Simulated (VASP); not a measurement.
Runs of VASP 6.6.1 on Ba. The structure is that of space group P6_3/mmc (No. 194), or close to it. The cells are those of the table. 

| cell | k mesh | gap on the mesh (eV) | pressure (GPa) |
| --- | --- | --- | --- |
| a = 4.417, b = 4.417, c = 14.435 Å, angles 90.0, 90.0, 120.0°, 4 atoms | 9 × 9 × 3 | none | 1.2 |
| a = 4.670, b = 4.670, c = 15.262 Å, angles 90.0, 90.0, 120.0°, 4 atoms | 9 × 9 × 3 | none | -0.2 |
| a = 4.610, b = 4.610, c = 15.064 Å, angles 90.0, 90.0, 120.0°, 4 atoms | 8 × 8 × 3 | none | 0.1 |
| a = 4.547, b = 4.547, c = 14.860 Å, angles 90.0, 90.0, 120.0°, 4 atoms | 9 × 9 × 3 | none | 0.4 |
| a = 4.610, b = 4.610, c = 15.064 Å, angles 90.0, 90.0, 120.0°, 4 atoms | 9 × 9 × 3 | none | 0.1 |
| a = 4.483, b = 4.483, c = 14.651 Å, angles 90.0, 90.0, 120.0°, 4 atoms | 9 × 9 × 3 | none | (a) |

Alike in all rows: task single point; level RPBE; potentials or basis VASP PAW PBE potentials, release 64 (Ba_sv); no spin polarisation; cutoff (eV) 520; smearing fermi-dirac 0.1 eV.

**Question.** Estimate the missing entries.

**Answer.** (a) 0.8.

Caveats: the PAW data sets were made with another functional, which shifts forces and pressure a little; spin-orbit coupling is left out, which moves the levels of the heavy elements.

A k mesh can miss the band edges, and the runs leave out spin-orbit coupling on Ba.

A gap of «none» marks levels without a gap at the run's occupations.
